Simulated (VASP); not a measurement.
# ZnSe (I-4m2) in VASP: a series of runs

Runs on ZnSe. Level: PBE. Tasks: single point.

Program: VASP 6.6.1. These are calculated values, not measurements. Logs are shortened: lines on timing, memory, paths and dates and some standing lists are left out, and cuts for length are marked.

### 1 The cell of the first run

It takes space group I-4m2 (No. 119, tetragonal). Conventional cell: a = 3.541 Å, b = 3.541 Å, c = 7.511 Å, α = 90.00°, β = 90.00°, γ = 90.00°. Within 3.4 Å of Zn (site symmetry -4m2) lie 4 Se at 2.58 Å. Se (site symmetry -4m2) has 4 Zn at 2.58 Å within 3.4 Å.

### 2 Single point, PBE

INCAR reads:

```
SYSTEM = ZnSe
ALGO = Normal
EDIFF = 1E-7
ENCUT = 520
GGA = PE
ISIF = 2
ISMEAR = 0
LASPH = .TRUE.
LCHARG = .FALSE.
LREAL = .FALSE.
LWAVE = .FALSE.
NBANDS = 16
NELM = 100
PREC = Accurate
SIGMA = 0.05
```

KPOINTS reads:

```
k-points
0
G
  10 10 10
  0 0 0
```

POSCAR reads:

```
ZnSe
1.0
    0.0000000000      2.5036118490      3.7554177735
    2.5036118490      0.0000000000      3.7554177735
    2.5036118490      2.5036118490      0.0000000000
Zn Se
1 1
Direct
    0.0000000000      0.0000000000      0.0000000000
    0.7500000000      0.7500000000      0.7500000000
```

Potentials or basis: VASP PAW PBE potentials, release 64 (Zn, Se).

Command:

```bash
$ cat potpaw_PBE.64/Zn/POTCAR potpaw_PBE.64/Se/POTCAR > POTCAR
$ mpirun -np 1 vasp_std > vasp.out
```

OUTCAR:

```text
SYSTEM = ZnSe
   EDIFF = 1E-7
   ENCUT = 520
   GGA = PE
   ISIF = 2
   ISMEAR = 0
   LASPH = .TRUE.
   LREAL = .FALSE.
   NELM = 100
   PREC = Accurate

 ion  position               nearest neighbor table
   1  0.000  0.000  0.000-   2 2.58   2 2.58   2 2.58   2 2.58
   2  0.750  0.750  0.750-   1 2.58   1 2.58   1 2.58   1 2.58

  LATTYP: Found a body centered tetragonal cell.
 ALAT       =     3.5406418318
 C/A-ratio  =     2.1213203436

  Lattice vectors:

 A1 = (  -2.5036118490,   0.0000000000,   3.7554177735)
 A2 = (   2.5036118490,   0.0000000000,   3.7554177735)
 A3 = (   0.0000000000,   2.5036118490,  -3.7554177735)

Analysis of symmetry for initial positions (statically):
=====================================================================
 Subroutine PRICEL returns:
 Original cell was already a primitive cell.

 Routine SETGRP: Setting up the symmetry group for a
 body centered tetragonal supercell.

 Subroutine GETGRP returns: Found  8 space group operations
 (whereof  8 operations were pure point group operations)
 out of a pool of 16 trial point group operations.

The static configuration has the point symmetry D_2d.

Analysis of symmetry for dynamics (positions and initial velocities):
=====================================================================
 Subroutine PRICEL returns:
 Original cell was already a primitive cell.

 Routine SETGRP: Setting up the symmetry group for a
 body centered tetragonal supercell.

 Subroutine GETGRP returns: Found  8 space group operations
 (whereof  8 operations were pure point group operations)
 out of a pool of 16 trial point group operations.

The dynamic configuration has the point symmetry D_2d.

 Subroutine INISYM returns: Found  8 space group operations
 (whereof  8 operations are pure point group operations),
 and found     1 'primitive' translations

----------------------------------------------------------------------------------------

                                     Primitive cell

  volume of cell :      47.0785

  direct lattice vectors                    reciprocal lattice vectors
     0.000000000  2.503611849  3.755417774    -0.199711469  0.199711469  0.133140979
     2.503611849  0.000000000  3.755417774     0.199711469 -0.199711469  0.133140979
     2.503611849  2.503611849  0.000000000     0.199711469  0.199711469 -0.133140979

  length of vectors
     4.513450448  4.513450448  3.540641832     0.312243274  0.312243274  0.312243274

  position of ions in fractional coordinates (direct lattice)
     0.000000000  0.000000000  0.000000000
     0.750000000  0.750000000  0.750000000

  ion indices of the primitive-cell ions
   primitive index   ion index
                 1           1
                 2           2

----------------------------------------------------------------------------------------

 KPOINTS: k-points

Automatic generation of k-mesh.
 Grid dimensions read from file:
 generate k-points for:   10   10   10

 Generating k-lattice:

  Cartesian coordinates                     Fractional coordinates (reciprocal lattice)
    -0.019971147  0.019971147  0.013314098     0.100000000 -0.000000000  0.000000000
     0.019971147 -0.019971147  0.013314098    -0.000000000  0.100000000  0.000000000
     0.019971147  0.019971147 -0.013314098     0.000000000  0.000000000  0.100000000

  Length of vectors
     0.031224327  0.031224327  0.031224327

  Shift w.r.t. Gamma in fractional coordinates (k-lattice)
     0.000000000  0.000000000  0.000000000

 Subroutine IBZKPT returns following result:
 ===========================================

 Found    102 irreducible k-points:

 Following reciprocal coordinates:
            Coordinates               Weight
  0.000000  0.000000  0.000000      1.000000
  0.100000 -0.000000  0.000000      8.000000
  0.200000 -0.000000  0.000000      8.000000
  0.300000 -0.000000  0.000000      8.000000
  0.400000 -0.000000  0.000000      8.000000
  0.500000  0.000000  0.000000      4.000000
[... 16 lines left out ...]
  0.300000  0.300000  0.000000      2.000000
  0.400000  0.300000  0.000000      8.000000
 [... further k-points ...]
   k-points           NKPTS =    102   k-points in BZ     NKDIM =    102   number of bands    NBANDS=     16
   number of dos      NEDOS =    301   number of ions     NIONS =      2
   total plane-waves  NPLWV =  36288
   dimension x,y,z NGX =    36 NGY =   36 NGZ =   28
   dimension x,y,z NGXF=    72 NGYF=   72 NGZF=   56
   ions per type =               1   1
   NGX,Y,Z   is equivalent  to a cutoff of  13.26, 13.26, 13.15 a.u.
   NGXF,Y,Z  is equivalent  to a cutoff of  26.52, 26.52, 26.29 a.u.
 SYSTEM =  ZnSe
   PREC   = accura    normal or accurate (medium, high low for compatibility)
   ISTART =      0    job   : 0-new  1-cont  2-samecut
   ICHARG =      2    charge: 1-file 2-atom 10-const
   ISPIN  =      1    spin polarized calculation?
   LNONCOLLINEAR =      F non collinear calculations
   LSORBIT =      F    spin-orbit coupling
   LASPH  =      T    aspherical Exc in radial PAW
   ENCUT  =  520.0 eV  38.22 Ry    6.18 a.u.   8.39  8.39  6.58*2*pi/ulx,y,z
   NELM   =    100;   NELMIN=  2; NELMDL= -5     # of ELM steps
   EDIFF  = 0.1E-06   stopping-criterion for ELM
   LREAL  =      F    real-space projection
   EDIFFG = 0.1E-05   stopping-criterion for IOM
   NSW    =      0    number of steps for IOM
   IBRION =     -1    ionic relax: 0-MD 1-quasi-New 2-CG
   NFREE  =      0    steps in history (QN), initial steepest desc. (CG)
   ISIF   =      2    stress and relaxation
   ISYM   =      2    0-nonsym 1-usesym 2-fastsym
   POTIM  = 0.5000    time-step for ionic-motion
   TEBEG  =    0.0;   TEEND  =   0.0 temperature during run
   PSTRESS=    0.0 pullay stress
   NELECT =      18.0000    total number of electrons
   NUPDOWN=      -1.0000    fix difference up-down
   EMIN   =  10.00;   EMAX   =-10.00  energy-range for DOS
   EFERMI =   0.00;   METHOD = LEGACY
   ISMEAR =     0;   SIGMA  =   0.05  broadening in eV -4-tet -1-fermi 0-gaus
   EFERMI_NEDOS =   21; number of points for ismear=-14 and -15
   IALGO  =     38    algorithm
   IMIX   =      4    mixing-type and parameters
     AMIX     =   0.40;   BMIX     =  1.00
     AMIX_MAG =   1.60;   BMIX_MAG =  1.00
  volume/ion in A,a.u.               =      23.54       158.85
  Fermi-wavevector in a.u.,A,eV,Ry     =   1.188206  2.245383 19.209147  1.411832
  Thomas-Fermi vector in A             =   2.324340
   LORBIT       =      0    0 simple, 1 ext, 2 COOP (PROOUT), +10 PAW based schemes
   GGA     = PE    functional components
   LHFCALC =     F    Hartree Fock is set to
   AEXX    =    0.0000 exact exchange contribution
   IVDW    =     0    specifies the selected vdW correction
   LEPSILON=     F    determine dielectric tensor
   LRPA    =     F    only Hartree local field effects (RPA)
 non-spin polarized calculation
 Gauss-broadening in eV      SIGMA  =   0.05
  energy-cutoff  :      520.00
  volume of cell :       47.08
 maximum number of plane-waves:      1305
 NGX is ok and might be reduce to    36
   NGX = 17   NGY = 17   NGZ = 13

 number of electron      17.9999998 magnetization

 Free energy of the ion-electron system (eV)
  ---------------------------------------------------
  ext. energy  EPLUGINS =         0.00000000
  ---------------------------------------------------
  free energy    TOTEN  =        -5.20002253 eV

  energy without entropy =       -5.19966297  energy(sigma->0) =       -5.19984275

 E-fermi :   2.3239     XC(G=0):  -9.3054

 val. band max:        2.2988746669   @ k =  -0.2000   0.2000   0.0000
 cond. band min:       2.3846083370   @ k =   0.5000   0.0000   0.0000
 fundamental gap:      0.0857336702
 Fermi energy:         2.3238799586

 k-point     1 :       0.0000    0.0000    0.0000
  band No.  band energies     occupation
      1     -11.4489      2.00000
      2      -5.2465      2.00000
      3      -5.0229      2.00000
      4      -5.0229      2.00000
      5      -4.9295      2.00000
      6      -4.8818      2.00000
[... 8 lines left out ...]
     15      11.2417      0.00000
     16      12.1162      0.00000

 k-point     2 :       0.1000   -0.0000    0.0000
  band No.  band energies     occupation
      1     -11.3778      2.00000
      2      -5.2371      2.00000
      3      -5.0343      2.00000
      4      -5.0165      2.00000
      5      -4.9183      2.00000
      6      -4.8871      2.00000
[... 8 lines left out ...]
     15      11.7100      0.00000
     16      13.1104      0.00000

 k-point     3 :       0.2000   -0.0000    0.0000
  band No.  band energies     occupation
      1     -11.1817      2.00000
      2      -5.2147      2.00000
      3      -5.0547      2.00000
      4      -5.0003      2.00000
      5      -4.9005      2.00000
      6      -4.8856      2.00000
[... 8 lines left out ...]
     15      12.4821      0.00000
     16      14.3040      0.00000

 k-point     4 :       0.3000   -0.0000    0.0000
  band No.  band energies     occupation
      1     -10.9157      2.00000
      2      -5.1912      2.00000
      3      -5.0506      2.00000
      4      -4.9829      2.00000
      5      -4.9146      2.00000
      6      -4.8397      2.00000
[... 8 lines left out ...]
     15      13.4928      0.00000
     16      13.5546      0.00000

 k-point     5 :       0.4000   -0.0000    0.0000
  band No.  band energies     occupation
      1     -10.6764      2.00000
      2      -5.1745      2.00000
      3      -4.9938      2.00000
      4      -4.9742      2.00000
      5      -4.9208      2.00000
      6      -4.8062      2.00000
[... 8 lines left out ...]
     15      13.2876      0.00000
     16      13.5025      0.00000

 k-point     6 :       0.5000    0.0000    0.0000
  band No.  band energies     occupation
      1     -10.5779      2.00000
      2      -5.1687      2.00000
      3      -4.9732      2.00000
      4      -4.9360      2.00000
      5      -4.9209      2.00000
      6      -4.8061      2.00000
[... 8 lines left out ...]
     15      12.4274      0.00000
     16      13.9788      0.00000

 k-point     7 :       0.1000    0.1000    0.0000
  band No.  band energies     occupation
      1     -11.4028      2.00000
      2      -5.2442      2.00000
      3      -5.0132      2.00000
      4      -5.0132      2.00000
      5      -4.9335      2.00000
      6      -4.8813      2.00000
[... 8 lines left out ...]
     15      11.5455      0.00000
     16      12.6690      0.00000

 k-point     8 :       0.2000    0.1000    0.0000
  band No.  band energies     occupation
      1     -11.2913      2.00000
      2      -5.2299      2.00000
      3      -5.0168      2.00000
      4      -4.9991      2.00000
      5      -4.9236      2.00000
      6      -4.8862      2.00000
[... 8 lines left out ...]
     15      12.3678      0.00000
     16      13.8892      0.00000

 k-point     9 :       0.3000    0.1000    0.0000
  band No.  band energies     occupation
      1     -11.0721      2.00000
      2      -5.1956      2.00000
      3      -5.0268      2.00000
      4      -4.9807      2.00000
      5      -4.8987      2.00000
      6      -4.8919      2.00000
[... 8 lines left out ...]
     15      13.2492      0.00000
     16      14.6422      0.00000
[... 172 lines left out ...]
 k-point    19 :       0.5000    0.2000    0.0000
  band No.  band energies     occupation
      1     -10.7029      2.00000
      2      -5.1393      2.00000
      3      -4.9512      2.00000
      4      -4.9300      2.00000
      5      -4.9098      2.00000
      6      -4.8668      2.00000
[... 8 lines left out ...]
     15      13.0481      0.00000
     16      14.6931      0.00000

 k-point    20 :      -0.4000    0.2000    0.0000
  band No.  band energies     occupation
      1     -10.5635      2.00000
      2      -5.1505      2.00000
      3      -4.9577      2.00000
      4      -4.9575      2.00000
      5      -4.9193      2.00000
      6      -4.7789      2.00000
[... 8 lines left out ...]
     15      13.2976      0.00000
     16      13.7603      0.00000

 k-point    21 :      -0.3000    0.2000    0.0000
  band No.  band energies     occupation
      1     -10.5792      2.00000
      2      -5.1795      2.00000
      3      -5.0282      2.00000
      4      -4.9666      2.00000
      5      -4.9276      2.00000
      6      -4.7373      2.00000
[... 8 lines left out ...]
     15      12.8556      0.00000
     16      13.6862      0.00000

 k-point    22 :      -0.2000    0.2000    0.0000
  band No.  band energies     occupation
      1     -10.7441      2.00000
      2      -5.2073      2.00000
      3      -5.0669      2.00000
      4      -4.9778      2.00000
      5      -4.9283      2.00000
      6      -4.7694      2.00000
[... 8 lines left out ...]
     15      12.6328      0.00000
     16      13.2009      0.00000

 k-point    23 :       0.3000    0.3000    0.0000
  band No.  band energies     occupation
      1     -11.1059      2.00000
      2      -5.2021      2.00000
      3      -4.9581      2.00000
      4      -4.9547      2.00000
      5      -4.9547      2.00000
      6      -4.8788      2.00000
[... 8 lines left out ...]
     15      13.5689      0.00000
     16      15.5330      0.00000

 k-point    24 :       0.4000    0.3000    0.0000
  band No.  band energies     occupation
      1     -10.9780      2.00000
      2      -5.1564      2.00000
      3      -4.9771      2.00000
      4      -4.9402      2.00000
      5      -4.9217      2.00000
      6      -4.8837      2.00000
[... 8 lines left out ...]
     15      13.6243      0.00000
     16      16.0830      0.00000

 [... further k-points ...]
[... 5 lines left out ...]
  --------------------------------------------------------------------------------------
  -------------------------------------------------------------------------------------
  Total        2.0096418      2.0096418     -4.9108437      0.0000000      0.0000000      0.0000000
  in kB       68.3922658     68.3922658   -167.1261631      0.0000000      0.0000000      0.0000000
  external PRESSURE =     -10.1138772 kB  Pullay stress =       0.0000000 kB

 VOLUME and BASIS-vectors are now :
 -----------------------------------------------------------------------------
  energy-cutoff  :      520.00
  volume of cell :       47.08
      direct lattice vectors                 reciprocal lattice vectors
     0.000000000  2.503611849  3.755417774    -0.199711469  0.199711469  0.133140979
     2.503611849  0.000000000  3.755417774     0.199711469 -0.199711469  0.133140979
     2.503611849  2.503611849  0.000000000     0.199711469  0.199711469 -0.133140979

 POSITION                                       TOTAL-FORCE (eV/Angst)
 -----------------------------------------------------------------------------------
      0.00000      0.00000      0.00000         0.000000      0.000000     -0.000000
      3.75542      3.75542      5.63313        -0.000000     -0.000000      0.000000
 -----------------------------------------------------------------------------------
    total drift:                                0.000001      0.000001     -0.000007

  FREE ENERGIE OF THE ION-ELECTRON SYSTEM (eV)
  ---------------------------------------------------
  free  energy   TOTEN  =        -5.2000225315 eV

  energy  without entropy=       -5.1996629669  energy(sigma->0) =       -5.19984275
```

Run time: 2 min. Hardware: 1 thread of Intel Xeon Platinum 8259CL at 2.50GHz (Skylake/Cascade Lake), shared host; peak memory 0.23 GiB.

Results:

```
Free energy            : -5.2000 eV
Pressure               : -1.0 GPa
Band gap on the k mesh : zero (band 9 reaches 2.30 eV, above the bottom of band 10 at 2.18 eV)
```

Levels at points of the mesh, in eV from the Fermi level:
| k point | band 6 | band 7 | band 8 | band 9 | band 10 | band 11 | band 12 | band 13 |
| --- | --- | --- | --- | --- | --- | --- | --- | --- |
| (0.00, 0.00, 0.00) | -7.21 | -2.70 | -1.13 | -0.14 | -0.14 | 5.70 | 5.70 | 5.89 |
| (0.50, 0.00, 0.00) | -7.13 | -5.57 | -2.90 | -0.14 | 0.06 | 5.88 | 6.72 | 7.45 |
| (0.50, 0.50, 0.00) | -7.20 | -6.79 | -1.14 | -1.14 | 3.83 | 4.62 | 6.82 | 9.66 |
| (0.50, 0.00, 0.50) | -7.01 | -4.47 | -3.44 | -2.88 | 1.53 | 1.68 | 6.38 | 7.43 |

(Continued in part 2 of 2.)
